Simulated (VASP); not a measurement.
The system is Ga.

```
Ga
1.0
    -1.39357    1.39357    2.32653
     1.39357   -1.39357    2.32653
     1.39357    1.39357   -2.32653
Ga
1
Direct
  0.00000 0.00000 0.00000
```

Base run:

| Quantity | Value |
| --- | --- |
| Program | VASP 6.6.1 |
| Functional | r2SCAN |
| Potentials or basis | VASP PAW PBE potentials, release 64 (Ga_d) |
| Cutoff | 520 eV |
| k mesh | 13 × 13 × 13 |
| Occupations | fermi-dirac, width 0.05 eV |
| Spin | no spin polarisation |

Its results: pressure -1.0 GPa.

Question: The run is repeated on the same cell with these changes: functional from r2SCAN to PBEsol. What comes out?

Answer: Pressure -1.4 GPa.

Caveats: the PAW data sets were made with another functional, which shifts forces and pressure a little.
